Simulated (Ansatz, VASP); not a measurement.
# InBiO: VASP beside Ansatz

File INCAR:

```
SYSTEM = InBiO
ALGO = Normal
EDIFF = 1E-6
ENCUT = 520
GGA = PE
ISIF = 2
ISMEAR = 0
LASPH = .True.
LCHARG = .True.
LELF = .True.
LREAL = .False.
LVHAR = .True.
LWAVE = .False.
NBANDS = 24
NELM = 80
PREC = Accurate
SIGMA = 0.1
```

File KPOINTS:

```
k-points
0
Gamma
  6 6 4
  0 0 0
```

File POSCAR:

```
InBiO
1.0
    4.4527030300      0.0000000000      0.0000000000
   -2.2263515100      3.8561539400      0.0000000000
    0.0000000000      0.0000000000      4.4086072600
In Bi O
1 1 1
Direct
    0.0000000000      0.0000000000      0.5000000000
    0.3333333300      0.6666666700      0.0000000000
    0.6666666700      0.3333333300      0.5000000000
```

Input for Ansatz:

```yaml
crystal:
  lattice:
    - [4.45270303, 0.0, 0.0]
    - [-2.22635151, 3.85615394, 0.0]
    - [0.0, 0.0, 4.40860726]
  atoms:
    - { symbol: In, position: [0.0, 0.0, 0.5] }
    - { symbol: Bi, position: [0.33333333, 0.66666667, 0.0] }
    - { symbol: O, position: [0.66666667, 0.33333333, 0.5] }
basis:
  ecutwfc: 420
kpoints:
  mp_grid: { grid: [6, 6, 4] }
hamiltonian:
  xc: pbe
scf:
  occupations: { method: gaussian, width: 0.1 }
  lower_state_search: "off"
output:
  forces: true
  stress: true
  eigenvalues: true
```

Change from the starting cell: species swapped into the CaCuSi type (P-6m2, No. 187).

Alike in both runs: task single point; functional PBE; k mesh 6 × 6 × 4; occupations gaussian, width 0.1 eV; no spin polarisation.

```csv
,VASP,Ansatz
version,VASP 6.6.1,Ansatz 0.2.0
potentials or method,"VASP PAW PBE potentials, release 64 (In_d, Bi_d, O), cutoff 520 eV","scalar-relativistic, plane waves, PAW"
valence electrons in the cell,34,34
```

VASP gave:

```
gap on the k mesh at the Fermi level (eV)                     : none
pressure (GPa)                                                : -8.8
traceless stress, the component that is largest in VASP (GPa) : 3.37
```

**Question.** Estimate Ansatz's values.

**Answer.** gap on the k mesh at the Fermi level (eV): none; pressure (GPa): -8.8; traceless stress, the component that is largest in VASP (GPa): 3.39.

A gap of «none» marks a metal or a gap that the smearing closes.

Spin-orbit coupling is off throughout.
